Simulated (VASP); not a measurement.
## Co: single point with revPBE

Crystal: Co.

```xyz
1
Lattice="-1.4159 1.4159 1.4159 1.4159 -1.4159 1.4159 1.4159 1.4159 -1.4159" Properties=species:S:1:pos:R:3 pbc="T T T"
Co    0.0000    0.0000    0.0000
```

```
Program             : VASP 6.6.1
Task                : single point
Functional          : revPBE
Potentials or basis : VASP PAW PBE potentials, release 64 (Co)
Cutoff              : 520 eV
k mesh              : 17 × 17 × 17
Occupations         : fermi-dirac, width 0.05 eV
Spin                : collinear spin, ferromagnetic start
Starting moments    : [1.868] μB
```

The pressure is -1.0 GPa, the net moment is 1.75 μB per cell and the site moments are Co +1.78 μB. The valence electrons inside the program's atomic spheres are Co 8.18.

Levels at points of the mesh, in eV from the Fermi level:
Spin up:
| k point | band 3 | band 4 | band 5 | band 6 | band 7 | band 8 |
| --- | --- | --- | --- | --- | --- | --- |
| (0.00, 0.00, 0.00) | -3.02 | -3.02 | -2.03 | -2.03 | 24.92 | 24.92 |
Spin down:
```tsv
k point	band 2	band 3	band 4	band 5	band 6	band 7
(0.00, 0.00, 0.00)	-1.45	-1.45	-1.45	0.36	0.36	24.59
```

Wall time 47 s on 1 thread of AMD EPYC 7R43 64-Core Processor (Zen 3), with other jobs on the host, peak memory 0.12 GiB.

Caveat: the PAW data sets were made with another functional, which shifts forces and pressure a little.
